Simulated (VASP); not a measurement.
# LiGe2P3 (P-4m2) in VASP: a series of runs

Runs on LiGe2P3. Level: PBE. Tasks: single point, relaxation of cell and atoms.

Program: VASP 6.6.1. These are calculated values, not measurements. Logs are shortened: lines on timing, memory, paths and dates and some standing lists are left out, and cuts for length are marked.

## 1. The cell of the first run

Symmetry: P-4m2, No. 115, tetragonal system. Conventional cell: a = 3.697 Å, b = 3.697 Å, c = 7.247 Å, α = 90.00°, β = 90.00°, γ = 90.00°. Within 3.4 Å of Li (site symmetry -4m2) lie 8 P at 2.61 to 2.83 Å and 4 Ge at 3.06 Å. Ge (site symmetry 2mm) has 7 P at 2.63 to 3.06 Å and 2 Li at 3.06 Å within 3.5 Å. P (site symmetry 2mm) has 5 Ge at 2.63 to 2.67 Å and 2 Li at 2.83 Å and 2 P at 2.83 Å within 3.5 Å. Within 3.4 Å of P (site symmetry -4m2) lie 4 Li at 2.61 Å and 4 P at 2.83 Å and 4 Ge at 3.06 Å.

## 2. Single point, PBE

The input, INCAR:

```
PREC = Accurate
ENCUT = 520
EDIFF = 1E-6
ISMEAR = 0
SIGMA = 0.1
LREAL = False
LASPH = True
NELM = 100
ALGO = Normal
ISIF = 2
LWAVE = False
LCHARG = False
GGA = PE
NBANDS = 32
```

The input, KPOINTS:

```
regular mesh
0
Gamma
  10 10 6
```

The input, POSCAR:

```
LiGe2P3
1.0
    3.6974576527      0.0000000000      0.0000000000
    0.0000000000      3.6974576527      0.0000000000
    0.0000000000      0.0000000000      7.2465214692
Li Ge P
1 2 3
Direct
    0.0000000000      0.0000000000      0.0000000000
    0.0000000000      0.5000000000      0.6637858495
    0.5000000000      0.0000000000      0.3362141505
    0.0000000000      0.5000000000      0.2950254122
    0.5000000000      0.0000000000      0.7049745878
    0.5000000000      0.5000000000      0.0000000000
```

Potentials or basis: VASP PAW PBE potentials, release 64 (Li_sv, Ge_d, P).

Run with:

```sh
cat potpaw_PBE.64/Li_sv/POTCAR potpaw_PBE.64/Ge_d/POTCAR potpaw_PBE.64/P/POTCAR > POTCAR
mpirun -np 1 vasp_std > vasp.out
```

OUTCAR:

```text
PREC = Accurate
   ENCUT = 520
   EDIFF = 1E-6
   ISMEAR = 0
   LREAL = False
   LASPH = True
   NELM = 100
   ISIF = 2
   GGA = PE

 ion  position               nearest neighbor table
   1  0.000  0.000  0.000-   6 2.61   6 2.61   6 2.61   6 2.61
   2  0.000  0.500  0.664-   5 2.63   5 2.63   5 2.63   5 2.63   4 2.67
   3  0.500  0.000  0.336-   4 2.63   4 2.63   4 2.63   4 2.63   5 2.67
   4  0.000  0.500  0.295-   3 2.63   3 2.63   3 2.63   3 2.63   2 2.67   6 2.83   6 2.83
   5  0.500  0.000  0.705-   2 2.63   2 2.63   2 2.63   2 2.63   3 2.67   6 2.83   6 2.83
   6  0.500  0.500  0.000-   1 2.61   1 2.61   1 2.61   1 2.61   5 2.83   5 2.83   4 2.83   4 2.83

  LATTYP: Found a simple tetragonal cell.
 ALAT       =     3.6974576527
 C/A-ratio  =     1.9598659809

  Lattice vectors:

 A1 = (   3.6974576527,   0.0000000000,   0.0000000000)
 A2 = (   0.0000000000,   3.6974576527,   0.0000000000)
 A3 = (   0.0000000000,   0.0000000000,   7.2465214692)

Analysis of symmetry for initial positions (statically):
=====================================================================
 Subroutine PRICEL returns:
 Original cell was already a primitive cell.

 Routine SETGRP: Setting up the symmetry group for a
 simple tetragonal supercell.

 Subroutine GETGRP returns: Found  8 space group operations
 (whereof  8 operations were pure point group operations)
 out of a pool of 16 trial point group operations.

The static configuration has the point symmetry D_2d.

Analysis of symmetry for dynamics (positions and initial velocities):
=====================================================================
 Subroutine PRICEL returns:
 Original cell was already a primitive cell.

 Routine SETGRP: Setting up the symmetry group for a
 simple tetragonal supercell.

 Subroutine GETGRP returns: Found  8 space group operations
 (whereof  8 operations were pure point group operations)
 out of a pool of 16 trial point group operations.

The dynamic configuration has the point symmetry D_2d.

 Subroutine INISYM returns: Found  8 space group operations
 (whereof  8 operations are pure point group operations),
 and found     1 'primitive' translations

----------------------------------------------------------------------------------------

                                     Primitive cell

  volume of cell :      99.0686

  direct lattice vectors                    reciprocal lattice vectors
     3.697457653  0.000000000  0.000000000     0.270456106  0.000000000  0.000000000
     0.000000000  3.697457653  0.000000000     0.000000000  0.270456106  0.000000000
     0.000000000  0.000000000  7.246521469     0.000000000  0.000000000  0.137997245

  length of vectors
     3.697457653  3.697457653  7.246521469     0.270456106  0.270456106  0.137997245

  position of ions in fractional coordinates (direct lattice)
     0.000000000  0.000000000  0.000000000
     0.000000000  0.500000000  0.663785850
     0.500000000  0.000000000  0.336214150
     0.000000000  0.500000000  0.295025412
     0.500000000  0.000000000  0.704974588
     0.500000000  0.500000000  0.000000000

  ion indices of the primitive-cell ions
   primitive index   ion index
                 1           1
                 2           2
                 3           3
                 4           4
                 5           5
                 6           6

----------------------------------------------------------------------------------------

 KPOINTS: regular mesh

Automatic generation of k-mesh.
 Grid dimensions read from file:
 generate k-points for:   10   10    6

 Generating k-lattice:

  Cartesian coordinates                     Fractional coordinates (reciprocal lattice)
     0.027045611  0.000000000  0.000000000     0.100000000  0.000000000  0.000000000
     0.000000000  0.027045611  0.000000000     0.000000000  0.100000000  0.000000000
     0.000000000  0.000000000  0.022999541     0.000000000  0.000000000  0.166666667

  Length of vectors
     0.027045611  0.027045611  0.022999541

  Shift w.r.t. Gamma in fractional coordinates (k-lattice)
     0.000000000  0.000000000  0.000000000

 Subroutine IBZKPT returns following result:
 ===========================================

 Found     84 irreducible k-points:

 Following reciprocal coordinates:
            Coordinates               Weight
  0.000000  0.000000  0.000000      1.000000
  0.100000  0.000000  0.000000      4.000000
  0.200000  0.000000  0.000000      4.000000
  0.300000  0.000000  0.000000      4.000000
  0.400000  0.000000  0.000000      4.000000
  0.500000  0.000000  0.000000      2.000000
[... 16 lines left out ...]
  0.100000  0.000000  0.166667      8.000000
  0.200000  0.000000  0.166667      8.000000
 [... further k-points ...]
   k-points           NKPTS =     84   k-points in BZ     NKDIM =     84   number of bands    NBANDS=     32
   number of dos      NEDOS =    301   number of ions     NIONS =      6
   total plane-waves  NPLWV =  42336
   dimension x,y,z NGX =    28 NGY =   28 NGZ =   54
   dimension x,y,z NGXF=    56 NGYF=   56 NGZF=  108
   ions per type =               1   2   3
   NGX,Y,Z   is equivalent  to a cutoff of  12.59, 12.59, 12.39 a.u.
   NGXF,Y,Z  is equivalent  to a cutoff of  25.18, 25.18, 24.78 a.u.
 SYSTEM =  unknown system
   PREC   = accura    normal or accurate (medium, high low for compatibility)
   ISTART =      0    job   : 0-new  1-cont  2-samecut
   ICHARG =      2    charge: 1-file 2-atom 10-const
   ISPIN  =      1    spin polarized calculation?
   LNONCOLLINEAR =      F non collinear calculations
   LSORBIT =      F    spin-orbit coupling
   LASPH  =      T    aspherical Exc in radial PAW
   ENCUT  =  520.0 eV  38.22 Ry    6.18 a.u.   6.87  6.87 13.47*2*pi/ulx,y,z
   NELM   =    100;   NELMIN=  2; NELMDL= -5     # of ELM steps
   EDIFF  = 0.1E-05   stopping-criterion for ELM
   LREAL  =      F    real-space projection
   EDIFFG = 0.1E-04   stopping-criterion for IOM
   NSW    =      0    number of steps for IOM
   IBRION =     -1    ionic relax: 0-MD 1-quasi-New 2-CG
   NFREE  =      0    steps in history (QN), initial steepest desc. (CG)
   ISIF   =      2    stress and relaxation
   ISYM   =      2    0-nonsym 1-usesym 2-fastsym
   POTIM  = 0.5000    time-step for ionic-motion
   TEBEG  =    0.0;   TEEND  =   0.0 temperature during run
   PSTRESS=    0.0 pullay stress
   NELECT =      46.0000    total number of electrons
   NUPDOWN=      -1.0000    fix difference up-down
   EMIN   =  10.00;   EMAX   =-10.00  energy-range for DOS
   EFERMI =   0.00;   METHOD = LEGACY
   ISMEAR =     0;   SIGMA  =   0.10  broadening in eV -4-tet -1-fermi 0-gaus
   EFERMI_NEDOS =   21; number of points for ismear=-14 and -15
   IALGO  =     38    algorithm
   IMIX   =      4    mixing-type and parameters
     AMIX     =   0.40;   BMIX     =  1.00
     AMIX_MAG =   1.60;   BMIX_MAG =  1.00
  volume/ion in A,a.u.               =      16.51       111.42
  Fermi-wavevector in a.u.,A,eV,Ry     =   1.267697  2.395600 21.865318  1.607056
  Thomas-Fermi vector in A             =   2.400831
   LORBIT       =      0    0 simple, 1 ext, 2 COOP (PROOUT), +10 PAW based schemes
   GGA     = PE    functional components
   LHFCALC =     F    Hartree Fock is set to
   AEXX    =    0.0000 exact exchange contribution
   IVDW    =     0    specifies the selected vdW correction
   LEPSILON=     F    determine dielectric tensor
   LRPA    =     F    only Hartree local field effects (RPA)
 non-spin polarized calculation
 Gauss-broadening in eV      SIGMA  =   0.10
  energy-cutoff  :      520.00
  volume of cell :       99.07
 maximum number of plane-waves:      2708
 NGX is ok and might be reduce to    28
   NGX = 13   NGY = 13   NGZ = 27

 number of electron      46.0000004 magnetization

 Free energy of the ion-electron system (eV)
  ---------------------------------------------------
  ext. energy  EPLUGINS =         0.00000000
  ---------------------------------------------------
  free energy    TOTEN  =       -26.11749343 eV

  energy without entropy =      -26.10242134  energy(sigma->0) =      -26.10995739

 E-fermi :   6.8477     XC(G=0): -10.6691

 val. band max:        6.8471406883   @ k =   0.2000   0.1000   0.5000
 cond. band min:       6.8496111049   @ k =   0.5000   0.4000   0.1667
 fundamental gap:      0.0024704166
 Fermi energy:         6.8476648439

 k-point     1 :       0.0000    0.0000    0.0000
  band No.  band energies     occupation
      1     -39.3719      2.00000
      2     -17.9608      2.00000
      3     -17.9469      2.00000
      4     -17.9386      2.00000
      5     -17.9386      2.00000
      6     -17.9354      2.00000
[... 24 lines left out ...]
     31      13.0389      0.00000
     32      13.2918      0.00000

 k-point     2 :       0.1000    0.0000    0.0000
  band No.  band energies     occupation
      1     -39.3718      2.00000
      2     -17.9600      2.00000
      3     -17.9467      2.00000
      4     -17.9387      2.00000
      5     -17.9386      2.00000
      6     -17.9363      2.00000
[... 24 lines left out ...]
     31      12.5733      0.00000
     32      12.6298      0.00000

 k-point     3 :       0.2000    0.0000    0.0000
  band No.  band energies     occupation
      1     -39.3716      2.00000
      2     -17.9577      2.00000
      3     -17.9465      2.00000
      4     -17.9391      2.00000
      5     -17.9390      2.00000
      6     -17.9382      2.00000
[... 24 lines left out ...]
     31      11.6830      0.00000
     32      11.9827      0.00000

 k-point     4 :       0.3000    0.0000    0.0000
  band No.  band energies     occupation
      1     -39.3714      2.00000
      2     -17.9548      2.00000
      3     -17.9466      2.00000
      4     -17.9404      2.00000
      5     -17.9398      2.00000
      6     -17.9393      2.00000
[... 654 lines left out ...]
     31      12.9664      0.00000
     32      13.1407      0.00000

 k-point    23 :       0.1000    0.0000    0.1667
  band No.  band energies     occupation
      1     -39.3718      2.00000
      2     -17.9600      2.00000
      3     -17.9467      2.00000
      4     -17.9387      2.00000
      5     -17.9386      2.00000
      6     -17.9363      2.00000
[... 24 lines left out ...]
     31      12.4702      0.00000
     32      12.5140      0.00000

 k-point    24 :       0.2000    0.0000    0.1667
  band No.  band energies     occupation
      1     -39.3716      2.00000
      2     -17.9577      2.00000
      3     -17.9465      2.00000
      4     -17.9391      2.00000
      5     -17.9390      2.00000
      6     -17.9382      2.00000
[... 24 lines left out ...]
     31      11.6086      0.00000
     32      12.0930      0.00000

 [... further k-points ...]
[... 5 lines left out ...]
  --------------------------------------------------------------------------------------
  -------------------------------------------------------------------------------------
  Total       -0.0372422     -0.0372422     -0.0436227      0.0000000     -0.0000000      0.0000000
  in kB       -0.6022955     -0.6022955     -0.7054843      0.0000000     -0.0000000      0.0000000
  external PRESSURE =      -0.6366918 kB  Pullay stress =       0.0000000 kB

 VOLUME and BASIS-vectors are now :
 -----------------------------------------------------------------------------
  energy-cutoff  :      520.00
  volume of cell :       99.07
      direct lattice vectors                 reciprocal lattice vectors
     3.697457653  0.000000000  0.000000000     0.270456106  0.000000000  0.000000000
     0.000000000  3.697457653  0.000000000     0.000000000  0.270456106  0.000000000
     0.000000000  0.000000000  7.246521469     0.000000000  0.000000000  0.137997245

 POSITION                                       TOTAL-FORCE (eV/Angst)
 -----------------------------------------------------------------------------------
      0.00000      0.00000      0.00000         0.000000     -0.000000      0.000000
      0.00000      1.84873      4.81014         0.000000     -0.000000      0.000101
      1.84873      0.00000      2.43638        -0.000000      0.000000     -0.000101
      0.00000      1.84873      2.13791         0.000000     -0.000000     -0.004725
      1.84873      0.00000      5.10861         0.000000     -0.000000      0.004725
      1.84873      1.84873      0.00000         0.000000     -0.000000      0.000000
 -----------------------------------------------------------------------------------
    total drift:                                0.000000      0.000000      0.000000

  FREE ENERGIE OF THE ION-ELECTRON SYSTEM (eV)
  ---------------------------------------------------
  free  energy   TOTEN  =       -26.1174934277 eV

  energy  without entropy=      -26.1024213442  energy(sigma->0) =      -26.10995739
```

It took 1.7 min on 1 thread of Intel Xeon 6975P-C (Granite Rapids), shared host; peak memory 0.34 GiB.

Results:

| Item | Value |
| --- | --- |
| Free energy | -26.1175 eV |
| Largest force | 0.005 eV/Å |
| Band gap on the k mesh | zero (band 23 reaches 7.69 eV, above the bottom of band 24 at 4.73 eV) |

Forces in eV/Å, atoms in the order of the input:
```
Li   0.000  0.000  0.000
Ge   0.000  0.000  0.000
Ge   0.000  0.000  0.000
P    0.000  0.000 -0.005
P    0.000  0.000  0.005
P    0.000  0.000  0.000
```

Levels at points of the mesh, in eV from the Fermi level:
```tsv
k point	band 21	band 22	band 23	band 24	band 25	band 26
(0.00, 0.00, 0.00)	-2.24	-2.24	-0.34	-0.34	0.32	2.27
(0.50, 0.00, 0.00)	-1.07	-0.06	0.44	0.48	0.81	1.19
(0.50, 0.50, 0.00)	-4.75	-4.75	0.84	1.05	1.05	1.65
(0.00, 0.00, 0.50)	-3.06	-0.21	0.40	0.40	0.93	2.32
(0.50, 0.00, 0.50)	-1.01	-0.31	0.30	0.83	0.97	1.19
(0.50, 0.50, 0.50)	-3.10	-3.10	-2.00	-2.00	-0.88	2.48
```

Caveat: the cutoff is under 1.25 times the usual one of these potentials, so pressure, stress and relaxed cells hold a basis-set (Pulay) error.

(Part 1 of 2 ends here.)
